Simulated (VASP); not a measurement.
A run of VASP 6.6.1:

The input POSCAR:

```
Ga3Ni2
1.0
    3.9746890585      0.0000000000      0.0000000000
   -1.9873445293      3.4421816968      0.0000000000
    0.0000000000      0.0000000000      4.8140347541
Ga Ni
3 2
Direct
    0.0000000000      0.0000000000      0.0000000000
    0.3333333333      0.6666666667      0.6405060666
    0.6666666667      0.3333333333      0.3594939334
    0.3333333333      0.6666666667      0.1430049574
    0.6666666667      0.3333333333      0.8569950426
```

File INCAR.step1:

```
SYSTEM = Ga3Ni2
PREC = Accurate ; ENCUT = 520
ISMEAR = 0 ; SIGMA = 0.1
LREAL = .False. ; LASPH = .True.
NELM = 100 ; NBANDS = 38
GGA = PE ; ALGO = Normal
EDIFF = 1E-4 ; LWAVE = .True.
LCHARG = .False.
```

Contents of INCAR.step2:

```
SYSTEM = Ga3Ni2
PREC = Accurate ; ENCUT = 520
EDIFF = 1E-6 ; ISMEAR = 0
SIGMA = 0.1 ; LREAL = .False.
LASPH = .True. ; NELM = 100
ALGO = Normal ; ISIF = 2
LWAVE = .False. ; LCHARG = .False.
METAGGA = R2SCAN ; LMIXTAU = .True.
NBANDS = 38 ; ISTART = 1
```

Contents of KPOINTS:

```
Automatic mesh
0
Gamma
  12 12 8
  0 0 0
```

Potentials or basis: VASP PAW PBE potentials, release 64 (Ga_d, Ni).

Command:

```bash
$ cat potpaw_PBE.64/Ga_d/POTCAR potpaw_PBE.64/Ni/POTCAR > POTCAR
$ cp INCAR.step1 INCAR
$ mpirun -np 1 vasp_std > vasp.out
$ cp INCAR.step2 INCAR
$ mpirun -np 1 vasp_std > vasp.out
```

Hardware: 1 thread of Intel(R) Xeon(R) Platinum 8559C (Emerald Rapids), with other jobs on the host.

**Question.** How long does it take, and how much memory?

**Answer.** Wall time 17 min on 1 thread of Intel(R) Xeon(R) Platinum 8559C (Emerald Rapids), on a shared host, peak memory 0.37 GiB. Counts: k points 131.
